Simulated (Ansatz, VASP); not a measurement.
# HPt6: VASP beside Ansatz

Contents of INCAR:

```
SYSTEM = HPt6
PREC = Accurate ; ENCUT = 520
EDIFF = 1E-7 ; ISMEAR = 0
SIGMA = 0.1 ; LREAL = .False.
LASPH = .True. ; NELM = 80
ALGO = Normal ; ISIF = 2
LWAVE = .False. ; LCHARG = .False.
LDIPOL = .True. ; IDIPOL = 3
DIPOL = 0.5 0.5 0.296 ; GGA = PE
NBANDS = 74
```

The input KPOINTS:

```
Automatic mesh
0
Gamma
  6 6 1
  0 0 0
```

POSCAR

```
HPt6
1.0
    5.6145835605      0.0000000000      0.0000000000
   -2.8072917802      4.8623719950      0.0000000000
    0.0000000000      0.0000000000     22.6197373747
Pt H
12 2
Direct
    0.3333333333      0.1666666667      0.1768367127
    0.3333333333      0.6666666667      0.1768367127
    0.8333333333      0.1666666667      0.1768367127
    0.8333333333      0.6666666667      0.1768367127
    0.1666666667      0.3333333333      0.2789580515
    0.1666666667      0.8333333333      0.2789580515
    0.6666666667      0.3333333333      0.2789580515
    0.6666666667      0.8333333333      0.2789580515
    0.0000000000      0.0000000000      0.3810715055
    0.0000000000      0.5000000000      0.3810715055
    0.5000000000      0.0000000000      0.3810715055
    0.5000000000      0.5000000000      0.3810715055
    0.2027493988      0.4054987976      0.4009656357
    0.2972506012      0.5945012024      0.4009656357
```

Input for Ansatz:

```yaml
crystal:
  lattice:
    - [5.6145835605, 0.0, 0.0]
    - [-2.8072917802, 4.862371995, 0.0]
    - [0.0, 0.0, 22.6197373747]
  atoms:
    - { symbol: Pt, position: [0.3333333333, 0.1666666667, 0.1768367127] }
    - { symbol: Pt, position: [0.3333333333, 0.6666666667, 0.1768367127] }
    - { symbol: Pt, position: [0.8333333333, 0.1666666667, 0.1768367127] }
    - { symbol: Pt, position: [0.8333333333, 0.6666666667, 0.1768367127] }
    - { symbol: Pt, position: [0.1666666667, 0.3333333333, 0.2789580515] }
    - { symbol: Pt, position: [0.1666666667, 0.8333333333, 0.2789580515] }
    - { symbol: Pt, position: [0.6666666667, 0.3333333333, 0.2789580515] }
    - { symbol: Pt, position: [0.6666666667, 0.8333333333, 0.2789580515] }
    - { symbol: Pt, position: [0.0, 0.0, 0.3810715055] }
    - { symbol: Pt, position: [0.0, 0.5, 0.3810715055] }
    - { symbol: Pt, position: [0.5, 0.0, 0.3810715055] }
    - { symbol: Pt, position: [0.5, 0.5, 0.3810715055] }
    - { symbol: H, position: [0.2027493988, 0.4054987976, 0.4009656357] }
    - { symbol: H, position: [0.2972506012, 0.5945012024, 0.4009656357] }
basis:
  ecutwfc: 420
kpoints:
  mp_grid: { grid: [6, 6, 1] }
hamiltonian:
  xc: pbe
scf:
  occupations: { method: gaussian, width: 0.1 }
output:
  forces: true
  eigenvalues: true
efield:
  axis: 3
  dipole_correction: true
  ramp_width: 0.04
```

Alike in both runs: task single point; functional PBE; k mesh 6 × 6 × 1; occupations gaussian, width 0.1 eV; no spin polarisation.

```csv
,VASP,Ansatz
version,VASP 6.6.1,Ansatz 0.2.0
potentials or method,"VASP PAW PBE potentials, release 64 (Pt, H), cutoff 520 eV","scalar-relativistic, plane waves, PAW"
valence electrons in the cell,122,218
```

VASP gave:

```
gap on the k mesh at the Fermi level (eV) : none
rms of the force components (eV/Å)        : 1.904
```

Q: What did Ansatz give for the same quantities?

A: gap on the k mesh at the Fermi level (eV): none; rms of the force components (eV/Å): 1.862.

Atom by atom the forces differ by 0.045 eV/Å (rms over components). A gap of «none» marks a metal or a gap that the smearing closes. VASP's potentials hold 122 valence electrons a cell and Ansatz's 218, so a difference there can come from the potentials and not from the codes.

Neither program's run includes spin-orbit coupling.
